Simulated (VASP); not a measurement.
# ZrO2 (Fm-3m) in VASP: vibrations by perturbation theory with LDA

Aim: the vibrations by perturbation theory of ZrO2 with LDA.

Program: VASP 6.6.1. These are calculated values, not measurements. Logs are shortened: lines on timing, memory, paths and dates and some standing lists are left out, and cuts for length are marked.

## (1) The cell of the first run

The structure is cubic, space group Fm-3m (No. 225). Conventional cell: a = 5.070 Å, b = 5.070 Å, c = 5.070 Å, α = 90.00°, β = 90.00°, γ = 90.00°. Within 2.9 Å of Zr (site symmetry m-3m) lie 8 O at 2.20 Å. O (site symmetry -43m) has 4 Zr at 2.20 Å and 6 O at 2.54 Å within 2.9 Å.

## (2) Vibrations by perturbation theory, LDA

File INCAR:

```
SYSTEM = ZrO2
PREC = Accurate
ENCUT = 600
EDIFF = 1E-8
ISMEAR = 0
SIGMA = 0.01
LREAL = .FALSE.
LASPH = .TRUE.
NELM = 120
ALGO = Normal
ISIF = 2
LWAVE = .FALSE.
LCHARG = .TRUE.
GGA = CA
IBRION = 8
NSW = 1
LEPSILON = .TRUE.
GGA_COMPAT = .FALSE.
```

File KPOINTS:

```
Automatic mesh
0
G
  6 6 6
  0 0 0
```

File POSCAR:

```
ZrO2
1.0
    0.0000000000      2.5350000000      2.5350000000
    2.5350000000      0.0000000000      2.5350000000
    2.5350000000      2.5350000000      0.0000000000
Zr O
1 2
Direct
    0.0000000000      0.0000000000      0.0000000000
    0.2500000000      0.2500000000      0.2500000000
    0.7500000000      0.7500000000      0.7500000000
```

Potentials or basis: VASP PAW LDA potentials, release 64 (Zr_sv, O).

On the command line:

```bash
$ cat potpaw_LDA.64/Zr_sv/POTCAR potpaw_LDA.64/O/POTCAR > POTCAR
$ mpirun -np 1 vasp_std > vasp.out
```

OUTCAR:

```text
SYSTEM = ZrO2
   PREC = Accurate
   ENCUT = 600
   EDIFF = 1E-8
   ISMEAR = 0
   LREAL = .FALSE.
   LASPH = .TRUE.
   NELM = 120
   ISIF = 2
   GGA = CA
   IBRION = 8
   NSW = 1
   LEPSILON = .TRUE.

 ion  position               nearest neighbor table
   1  0.000  0.000  0.000-   3 2.20   3 2.20   3 2.20   2 2.20   3 2.20   2 2.20   2 2.20   2 2.20

   2  0.250  0.250  0.250-   1 2.20   1 2.20   1 2.20   1 2.20
   3  0.750  0.750  0.750-   1 2.20   1 2.20   1 2.20   1 2.20

  LATTYP: Found a face centered cubic cell.
 ALAT       =     5.0700000000

  Lattice vectors:

 A1 = (   0.0000000000,   2.5350000000,   2.5350000000)
 A2 = (   2.5350000000,   0.0000000000,   2.5350000000)
 A3 = (   2.5350000000,   2.5350000000,   0.0000000000)

Analysis of symmetry for initial positions (statically):
=====================================================================
 Subroutine PRICEL returns:
 Original cell was already a primitive cell.

 Routine SETGRP: Setting up the symmetry group for a
 face centered cubic supercell.

 Subroutine GETGRP returns: Found 48 space group operations
 (whereof 48 operations were pure point group operations)
 out of a pool of 48 trial point group operations.

The static configuration has the point symmetry O_h .

Analysis of symmetry for dynamics (positions and initial velocities):
=====================================================================
 Subroutine PRICEL returns:
 Original cell was already a primitive cell.

 Routine SETGRP: Setting up the symmetry group for a
 face centered cubic supercell.

 Subroutine GETGRP returns: Found 48 space group operations
 (whereof 48 operations were pure point group operations)
 out of a pool of 48 trial point group operations.

The dynamic configuration has the point symmetry O_h .

[... 544 lines left out ...]
  --------------------------------------------------------------------------------
  x     0.00000     0.00000     0.00000     0.00000     0.00000     0.00000
  y     0.00000     0.00000     0.00000     0.00000     0.00000     0.00000
  z     0.00000     0.00000     0.00000     0.00000     0.00000     0.00000

 PIEZOELECTRIC TENSOR (including local field effects)  for field in x, y, z        (C/m^2)
          XX          YY          ZZ          XY          YZ          ZX
  --------------------------------------------------------------------------------
  x     0.00000     0.00000     0.00000     0.00000     0.00000     0.00000
  y     0.00000     0.00000     0.00000     0.00000     0.00000     0.00000
  z     0.00000     0.00000     0.00000     0.00000     0.00000     0.00000

 BORN EFFECTIVE CHARGES (including local field effects) (in |e|, cummulative output)
 ---------------------------------------------------------------------------------
 ion    1
    1     5.73654     0.00000     0.00000
    2     0.00000     5.73654     0.00000
    3     0.00000     0.00000     5.73654
 ion    2
    1    -2.86827     0.00000     0.00000
    2     0.00000    -2.86827     0.00000
    3     0.00000     0.00000    -2.86827
 ion    3
    1    -2.86827     0.00000     0.00000
    2     0.00000    -2.86827     0.00000
    3     0.00000     0.00000    -2.86827

 INTERNAL STRAIN TENSOR FOR ION    3 for displacements in x,y,z  (eV/Angst):
          X           Y           Z          XY          YZ          ZX
  --------------------------------------------------------------------------------
  x     0.00000     0.00000     0.00000     0.00000     6.75209     0.00000
  y     0.00000     0.00000     0.00000     0.00000     0.00000     6.75209
  z     0.00000     0.00000     0.00000     6.75209     0.00000     0.00000

 SECOND DERIVATIVES (NOT SYMMETRIZED)
 ------------------------------------
               1X          1Y          1Z          2X          2Y          2Z          3X          3Y          3Z
  1X    -5.005327    0.000000    0.000000    2.502663    0.000000    0.000000    2.502663    0.000000    0.000000
  1Y     0.000000   -5.005327    0.000000    0.000000    2.502663    0.000000    0.000000    2.502663    0.000000
  1Z     0.000000    0.000000   -5.005327    0.000000    0.000000    2.502663    0.000000    0.000000    2.502663
  2X     2.498519    0.000000    0.000000  -10.493724    0.000000    0.000000    7.995205   -0.000000   -0.000000
  2Y     0.000000    2.498519    0.000000    0.000000  -10.493724    0.000000   -0.000000    7.995205    0.000000
  2Z     0.000000    0.000000    2.498519    0.000000    0.000000  -10.493724   -0.000000    0.000000    7.995205
  3X     2.498519    0.000000    0.000000    7.995205   -0.000000   -0.000000  -10.493724    0.000000    0.000000
  3Y     0.000000    2.498519    0.000000   -0.000000    7.995205    0.000000    0.000000  -10.493724    0.000000
  3Z     0.000000    0.000000    2.498519   -0.000000    0.000000    7.995205    0.000000    0.000000  -10.493724

 Eigenvectors and eigenvalues of the dynamical matrix
 ----------------------------------------------------

   1 f  =   16.805314 THz   105.590899 2PiTHz  560.564920 cm-1    69.501161 meV
             X         Y         Z           dx          dy          dz
      0.000000  0.000000  0.000000     0.000000    0.000000   -0.000000
      1.267500  1.267500  1.267500     0.000000    0.000000    0.707107
      3.802500  3.802500  3.802500    -0.000000   -0.000000   -0.707107
[... 43 lines left out ...]
   9 f/i=    0.002611 THz     0.016404 2PiTHz    0.087084 cm-1     0.010797 meV
             X         Y         Z           dx          dy          dz
      0.000000  0.000000  0.000000    -0.114634   -0.833133   -0.180941
      1.267500  1.267500  1.267500    -0.048048   -0.349205   -0.075841
      3.802500  3.802500  3.802500    -0.048048   -0.349205   -0.075841

--------------------------------------------------------------------------------------------------------

 MACROSCOPIC STATIC DIELECTRIC TENSOR IONIC CONTRIBUTION
 ------------------------------------------------------
          36.535022    -0.000000     0.000000
          -0.000000    36.535022     0.000000
           0.000000     0.000000    36.535022
 ------------------------------------------------------

 ELASTIC MODULI CONTR FROM IONIC RELAXATION (kBar)
 Direction    XX          YY          ZZ          XY          YZ          ZX
 --------------------------------------------------------------------------------
 XX           0.0000      0.0000      0.0000      0.0000      0.0000      0.0000
 YY           0.0000      0.0000      0.0000      0.0000      0.0000      0.0000
 ZZ           0.0000      0.0000      0.0000      0.0000      0.0000      0.0000
 XY           0.0000      0.0000      0.0000   -242.5164      0.0000     -0.0000
 YZ           0.0000      0.0000      0.0000     -0.0000   -242.5164     -0.0000
 ZX           0.0000      0.0000      0.0000     -0.0000     -0.0000   -242.5164
 --------------------------------------------------------------------------------

 PIEZOELECTRIC TENSOR IONIC CONTR  for field in x, y, z        (C/m^2)
          XX          YY          ZZ          XY          YZ          ZX
  --------------------------------------------------------------------------------
  x     0.00000     0.00000     0.00000    -0.00000    -0.00000     0.00000
  y     0.00000     0.00000     0.00000    -0.00000    -0.00000     0.00000
  z     0.00000     0.00000     0.00000     0.00000     0.00000     0.00000
```

OSZICAR:

```text
N       E                     dE             d eps       ncg     rms          rms(c)
DAV:   1     0.204023350391E+03    0.20402E+03   -0.16025E+04   512   0.173E+03
DAV:   2    -0.294766243672E+02   -0.23350E+03   -0.22923E+03   680   0.407E+02
DAV:   3    -0.373413794544E+02   -0.78648E+01   -0.78582E+01   760   0.772E+01
[... 287 lines left out ...]
RMM:  14    -0.361418975568E+00   -0.25357E-08   -0.59197E-07  3735   0.122E-04    0.435E-06
RMM:  15    -0.361418963130E+00    0.12438E-07   -0.45112E-07  3650   0.778E-05    0.189E-06
RMM:  16    -0.361418964159E+00   -0.10284E-08   -0.24664E-07  3581   0.548E-05    0.256E-06
RMM:  17    -0.361418966759E+00   -0.26009E-08   -0.14955E-07  3389   0.424E-05    0.168E-06
RMM:  18    -0.361418968021E+00   -0.12619E-08   -0.81276E-08  3208   0.359E-05    0.111E-06
 Linear response finished
```

stdout:

```text
POSCAR found type information on POSCAR ZrO
 POSCAR found :  2 types and       3 ions
 scaLAPACK will be used
 LDA part: xc-table for (Slater(with rela. corr.)+CA(PZ))
 , standard interpolation
 POSCAR, INCAR and KPOINTS ok, starting setup
 FFT: planning ... GRIDC
 FFT: planning ... GRID_SOFT
 FFT: planning ... GRID
[... 24 lines left out ...]
 Linear response to external field, progress :
  Direction:   3
 dielectric tensor                  component  3 :     0.052     0.054     5.846
 Linear response DOF=           2
 Linear response progress:
 first order change of Fermi-energy  -0.74038E-04
 force on displaced ion       1 direction 1 :  -5.005   0.000   0.000
 Born effective charge ion    1 direction 1 :   5.736   0.000   0.000
 Linear response progress:
 first order change of Fermi-energy   0.19548E+01
 force on displaced ion       2 direction 1 : -10.494   0.000   0.000
 Born effective charge ion    2 direction 1 :  -2.869   0.000   0.000
 Born effective charges drift removed
 Linear response finished
```

Run time: 9 min. Hardware: 1 thread of AMD EPYC 7R43 (Zen 3), shared host; peak memory 0.2 GiB.

Results:

* Electronic dielectric tensor (diagonal): 5.85
* Born charges (mean of the diagonal): Zr +5.74; O -2.87 e
* Highest phonon frequency at Γ, LO-TO splitting left out: 561 cm⁻¹

Phonon frequencies in cm⁻¹ (negative: imaginary):
| q point | frequencies |
| --- | --- |
| (0.000, 0.000, 0.000) | 0 0 0 240 240 240 561 561 561 |

Electronic dielectric tensor:
```
5.85 0.00 0.00
0.00 5.85 0.00
0.00 0.00 5.85
```

Born effective charge tensors (e):
atom 1, Zr
```
5.74 0.00 0.00
0.00 5.74 0.00
0.00 0.00 5.74
```
atom 2, O
```
-2.87  0.00  0.00
 0.00 -2.87  0.00
 0.00  0.00 -2.87
```
atom 3, O
```
-2.87  0.00  0.00
 0.00 -2.87  0.00
 0.00  0.00 -2.87
```

Caveat: the cell stands under pressure or tension, which shifts response properties.
